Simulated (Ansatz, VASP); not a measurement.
**Two plane-wave programs on Ti3Al**

INCAR

```
PREC = Accurate ; ENCUT = 520
EDIFF = 1E-6 ; ISMEAR = 0
SIGMA = 0.1 ; LREAL = False
LASPH = True ; NELM = 150
ALGO = Fast ; ISIF = 2
LWAVE = False ; LCHARG = True
ISPIN = 2 ; MAGMOM = 0.22 0.22 0.96 0
LORBIT = 11 ; LMAXMIX = 4
GGA = PS ; LELF = True
LVHAR = True ; NBANDS = 32
```

Contents of KPOINTS:

```
Automatic mesh
0
Gamma
  12 12 12
```

The input POSCAR:

```
Ti3Al
1.0
    0.0000000000      3.2231225717      3.2231225717
    3.2231225717      0.0000000000      3.2231225717
    3.2231225717      3.2231225717      0.0000000000
Ti Al
3 1
Direct
    0.7500000000      0.7500000000      0.7500000000
    0.2500000000      0.2500000000      0.2500000000
    0.0000000000      0.0000000000      0.0000000000
    0.5000000000      0.5000000000      0.5000000000
```

Input for Ansatz:

```yaml
crystal:
  lattice:
    - [0.0, 3.2231225717, 3.2231225717]
    - [3.2231225717, 0.0, 3.2231225717]
    - [3.2231225717, 3.2231225717, 0.0]
  atoms:
    - { symbol: Ti, position: [0.75, 0.75, 0.75], spin: 0.22 }
    - { symbol: Ti, position: [0.25, 0.25, 0.25], spin: 0.22 }
    - { symbol: Ti, position: [0.0, 0.0, 0.0], spin: 0.96 }
    - { symbol: Al, position: [0.5, 0.5, 0.5] }
basis:
  ecutwfc: 420
kpoints:
  mp_grid: { grid: [12, 12, 12] }
hamiltonian:
  xc: pbesol
scf:
  occupations: { method: gaussian, width: 0.1 }
output:
  forces: true
  stress: true
  eigenvalues: true
  populations: true
  write_density: true
  write_potential: true
  elf: true
  volumetric_format: npy
magnetization:
  spin_polarized: true
```

Alike in both runs: task single point; functional PBEsol; k mesh 12 × 12 × 12; occupations gaussian, width 0.1 eV; collinear spin.

```csv
,VASP,Ansatz
version,VASP 6.6.1,Ansatz 0.2.0
potentials or method,"VASP PAW PBE potentials, release 64 (Ti_sv, Al), cutoff 520 eV","scalar-relativistic, plane waves, PAW"
valence electrons in the cell,39,39
```

|  | VASP | Ansatz | Ansatz less VASP |
| --- | --- | --- | --- |
| gap on the k mesh at the Fermi level (eV) | none | none | - |
| pressure (GPa) | -3.3 | -3.2 | +0.04 |
| net moment per atom (μB) | 0.45 | 0.45 | 0.000 |
| size of the moment on the site where the two differ most (μB) | 0.22 | 0.23 | +0.008 |

VASP's potentials were made for PBE, not for PBEsol. Site moments also hang on the region over which each program counts them. A gap of «none» marks a metal or a gap that the smearing closes.
